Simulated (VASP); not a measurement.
Input of a VASP 6.6.1 run:

File INCAR:

```
SYSTEM = Ni
PREC = Accurate
ENCUT = 520
EDIFF = 1E-7
ISMEAR = 0
SIGMA = 0.1
LREAL = .False.
LASPH = .True.
NELM = 150
ALGO = Normal
ISIF = 2
LWAVE = .False.
LCHARG = .True.
ISPIN = 2
MAGMOM = 2
LORBIT = 11
LMAXMIX = 4
GGA = PE
LELF = .True.
LVHAR = .True.
NBANDS = 15
```

Contents of KPOINTS:

```
Automatic mesh
0
Gamma
  13 13 13
  0 0 0
```

File POSCAR:

```
Ni
1.0
    0.0000000000      1.7673500000      1.7673500000
    1.7673500000      0.0000000000      1.7673500000
    1.7673500000      1.7673500000      0.0000000000
Ni
1
Direct
    0.0000000000      0.0000000000      0.0000000000
```

Potentials or basis: VASP PAW PBE potentials, release 64 (Ni).

Command:

```sh
$ cat potpaw_PBE.64/Ni/POTCAR > POTCAR
$ mpirun -np 1 vasp_std > vasp.out
```

(1) What does it give for the net moment?

(2) Predict the pressure.

Results:

(1) 0.63 μB per cell.

(2) -2.8 GPa.
